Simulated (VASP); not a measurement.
# HfSiO4 (P-6m2) in VASP: notebook, part 2 of 2

VASP 6.6.1. Earlier steps stand in the parts before.

## 5. Single point, PBE

This run uses another cell than the first one, of 14.47 Å³/atom, 1.129 times its volume.

The input, INCAR:

```
ALGO = Normal
EDIFF = 1E-6
ENCUT = 520
GGA = PE
ISIF = 2
ISMEAR = 0
LASPH = T
LCHARG = F
LREAL = F
LWAVE = F
NBANDS = 28
NELM = 60
PREC = Accurate
SIGMA = 0.02
```

The input, KPOINTS:

```
k-points
0
Gamma
  6 6 8
```

The input, POSCAR:

```
HfSiO4
1.0
    5.6021203921      0.0000000000      0.0000000000
   -2.8010601961      4.8515785746      0.0000000000
    0.0000000000      0.0000000000      3.1945274242
Hf Si O
1 1 4
Direct
    0.3333333333      0.6666666667      0.0000000000
    0.6666666667      0.3333333333      0.5000000000
    0.4836065472      0.5163934528      0.5000000000
    0.4836065472      0.9672130944      0.5000000000
    0.0327869056      0.5163934528      0.5000000000
    0.6666666667      0.3333333333      0.0000000000
```

Launch:

```
$ cat potpaw_PBE.64/Hf_pv/POTCAR potpaw_PBE.64/Si/POTCAR potpaw_PBE.64/O/POTCAR > POTCAR
$ mpirun -np 1 vasp_std > vasp.out
```

It took 35 s on 1 thread of Intel Xeon 6975P-C (Granite Rapids), shared host; peak memory 0.24 GiB.

It converged, with:

- Free energy: -51.9085 eV
- Pressure: -1.0 GPa
- Largest force: 0.172 eV/Å
- Band gap on the k mesh: 2.32 eV, indirect (least direct gap 2.63 eV)

Forces in eV/Å, atoms in the order of the input:
```
Hf   0.000  0.000  0.000
Si   0.000  0.000  0.000
O   -0.149  0.086  0.000
O    0.000 -0.172  0.000
O    0.149  0.086  0.000
O    0.000  0.000  0.000
```

Stress tensor (GPa, compression positive):
```
-0.70  0.00  0.00
 0.00 -0.70  0.00
 0.00  0.00 -1.56
```

Levels at points of the mesh, in eV from the valence-band top:
```tsv
k point	band 17	band 18	band 19	band 20	band 21	band 22
(0.00, 0.00, 0.00)	-0.42	-0.31	-0.31	2.32	4.98	4.98
(0.50, 0.00, 0.00)	-1.13	-0.70	0.00	3.07	4.94	5.19
(0.00, 0.00, 0.50)	-0.26	-0.17	-0.17	4.53	4.53	5.00
(0.50, 0.00, 0.50)	-0.74	-0.61	-0.26	4.26	4.69	5.32
```

Caveat: spin-orbit coupling is left out, which moves the levels of the heavy elements. A k mesh can miss the band edges.

## 6. Relaxation of cell and atoms, PBE

The input, INCAR:

```
PREC = Accurate
ENCUT = 600
EDIFF = 1E-6
ISMEAR = 0
SIGMA = 0.1
LREAL = False
LASPH = True
NELM = 80
ALGO = Normal
ISIF = 3
LWAVE = False
LCHARG = False
GGA = PE
IBRION = 2
NSW = 90
EDIFFG = -0.04
```

The input, KPOINTS:

```
Automatic mesh
0
Gamma
  6 6 4
```

The input, POSCAR:

```
HfSiO4
1.0
    4.2434415600      0.0000000000      0.0000000000
   -2.1217207800      3.6749281900      0.0000000000
    0.0000000000      0.0000000000      4.9304656300
Hf Si O
1 1 4
Direct
    0.3333333300      0.6666666700      0.0000000000
    0.6666666700      0.3333333300      0.5000000000
    0.4822136100      0.5177863900      0.5000000000
    0.4822136100      0.9644272300      0.5000000000
    0.0355727700      0.5177863900      0.5000000000
    0.6666666700      0.3333333300      0.0000000000
```

Potentials or basis: VASP PAW PBE potentials, release 64 (Hf_pv, Si, O).

Launch:

```
$ cat potpaw_PBE.64/Hf_pv/POTCAR potpaw_PBE.64/Si/POTCAR potpaw_PBE.64/O/POTCAR > POTCAR
$ mpirun -np 1 vasp_std > vasp.out
```

Wall time 4.8 min (1 thread of Intel Xeon 6975P-C (Granite Rapids), shared host); peak memory 0.26 GiB.

It converged, with:

```yaml
Free_energy: -51.5639 eV
Relaxed_volume: 13.88 Å³/atom
Relaxed_cell: a = 5.465 Å, b = 5.465 Å, c = 3.219 Å, α = 90.00°, β = 90.00°, γ = 120.00°
Space_group_after_relaxing_to_0.05_Å: P-6m2 (No. 187)
Energy_gained_by_relaxing: 2727.1 meV/atom
Ionic_steps: 16
Pressure_after_relaxing: 0.0 GPa
Largest_force_after_relaxing: 0.029 eV/Å
Band_gap_on_the_k_mesh: 2.22 eV, indirect (least direct gap 2.58 eV)
```

Forces on the atoms (eV/Å):
```
Hf   0.000  0.000  0.000
Si   0.000  0.000  0.000
O    0.026 -0.015  0.000
O    0.000  0.029  0.000
O   -0.026 -0.015  0.000
O    0.000  0.000  0.000
```

Stress tensor (GPa, compression positive):
```
-0.16  0.00  0.00
 0.00 -0.16  0.00
 0.00  0.00  0.22
```

Step by step:
| step | energy change (eV) | largest force (eV/Å) | pressure (GPa) | volume (Å³) |
| --- | --- | --- | --- | --- |
| 1 | 0.0000 | 11.3394 | 52.29 | 76.89 |
| 2 | 12.6768 | 25.5481 | 13.47 | 124.64 |
| 3 | 5.5147 | 17.5198 | 4.89 | 108.74 |
| 4 | 2.9577 | 16.6585 | 1.98 | 101.39 |
| 5 | -0.9838 | 15.6578 | 3.19 | 89.04 |
| 6 | -2.1179 | 11.8731 | 13.13 | 82.93 |
| 7 | -10.6016 | 0.2462 | -36.22 | 114.56 |
| 8 | -10.6896 | 1.3552 | -31.49 | 108.58 |
| 9 | -14.2810 | 5.9656 | 23.47 | 79.48 |
| 10 | -15.7187 | 3.7119 | -7.79 | 87.74 |
| 11 | -16.0682 | 1.8039 | 12.03 | 80.08 |
| 12 | -16.3306 | 0.5297 | 2.10 | 82.93 |
| 13 | -16.3306 | 0.4583 | 2.37 | 82.84 |
| 14 | -16.3495 | 0.3267 | -2.70 | 84.34 |
| 15 | -16.3586 | 0.0446 | -0.93 | 83.79 |
| 16 | -16.3624 | 0.0295 | -0.03 | 83.28 |

Final structure:
```yaml
crystal:
  lattice:
    - [5.46535, 0.00000, 0.00000]
    - [-2.73268, 4.73313, 0.00000]
    - [0.00000, 0.00000, 3.21923]
  atoms:
    - { symbol: Hf, position: [0.33333, 0.66667, 0.00000] }
    - { symbol: Si, position: [0.66667, 0.33333, 0.50000] }
    - { symbol: O, position: [0.48302, 0.51698, 0.50000] }
    - { symbol: O, position: [0.48302, 0.96603, 0.50000] }
    - { symbol: O, position: [0.03397, 0.51698, 0.50000] }
    - { symbol: O, position: [0.66667, 0.33333, 0.00000] }
```

Levels at points of the mesh, in eV from the valence-band top:
```tsv
k point	band 17	band 18	band 19	band 20	band 21	band 22
(0.00, 0.00, 0.00)	-0.45	-0.36	-0.36	2.22	4.92	4.92
(0.50, 0.00, 0.00)	-1.20	-0.69	-0.04	3.12	4.87	5.15
(0.00, 0.00, 0.50)	-0.30	-0.08	-0.08	4.43	4.43	4.68
(0.50, 0.00, 0.50)	-0.83	-0.57	-0.19	4.11	4.60	5.09
```

Caveat: spin-orbit coupling is left out, which moves the levels of the heavy elements.

## 7. The runs side by side

```csv
task,cell,k mesh,cutoff (eV),smearing,gap on the mesh (eV),pressure (GPa),largest force (eV/Å)
single point,"a = 4.243, b = 4.243, c = 4.930 Å, angles 90.0, 90.0, 120.0°, 6 atoms",6 × 6 × 4,520,gaussian 0.1 eV,none,52.6,11.34
single point,"a = 5.596, b = 5.596, c = 3.196 Å, angles 90.0, 90.0, 120.0°, 6 atoms",6 × 6 × 4,520,gaussian 0.1 eV,2.32,-0.9,0.18
single point,"a = 5.596, b = 5.596, c = 3.196 Å, angles 90.0, 90.0, 120.0°, 6 atoms",6 × 6 × 6,520,gaussian 0.1 eV,2.31,-0.9,0.18
single point,"a = 5.602, b = 5.602, c = 3.195 Å, angles 90.0, 90.0, 120.0°, 6 atoms",6 × 6 × 8,520,gaussian 0.02 eV,2.32,-1.0,0.17
relaxation of cell and atoms,"relaxed from a = 4.243, b = 4.243, c = 4.930 Å, angles 90.0, 90.0, 120.0°, 6 atoms",6 × 6 × 4,600,gaussian 0.1 eV,2.22,0.0,0.03
```

Alike in all rows: level PBE; potentials or basis VASP PAW PBE potentials, release 64 (Hf_pv, Si, O); no spin polarisation.

Caveats: some runs use coarse meshes; spin-orbit coupling is left out, which moves the levels of the heavy elements; forces of over 1 eV/Å act on the atoms, so gaps and moduli don't describe the material at rest (some runs).

Absolute energies hang on the potentials; compare differences alone.
